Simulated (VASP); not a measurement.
The system is MnS.

```
Mn S
1.0
     0.00000    2.48238    2.48238
     2.48238    0.00000    2.48238
     2.48238    2.48238    0.00000
Mn S
1 1
Cartesian
  0.0000 0.0000 0.0000
  3.7236 3.7236 3.7236
```

Base run:

```yaml
Program: VASP 6.6.1
Functional: PBEsol
Potentials_or_basis: VASP PAW PBE potentials, release 64 (Mn_pv, S)
Cutoff: 520 eV
k_mesh: 16 × 16 × 16
Occupations: gaussian, width 0.15 eV
Spin: collinear spin, ferromagnetic start
Starting_moments: "[0.875, 0.0] μB"
Fixed_moment: 0.875 μB
```

Its results: pressure -2.3 GPa; site moments Mn +0.85; S -0.03 μB.

Q: The run is repeated on the same cell with these changes: fixed moment from 0.875 μB to 3.5 μB; moments at the start from [0.88, 0.0] to [3.5, 0.0]. What comes out?

A: Pressure 22.7 GPa; site moments Mn +3.19; S +0.01 μB.

Caveats: the PAW data sets were made with another functional, which shifts forces and pressure a little; the total moment is fixed, so each spin has its own Fermi level and the state may be an excited one; a cell with one magnetic atom can't hold antiferromagnetic order, which such compounds often take; the cell stands under pressure (at least some runs).
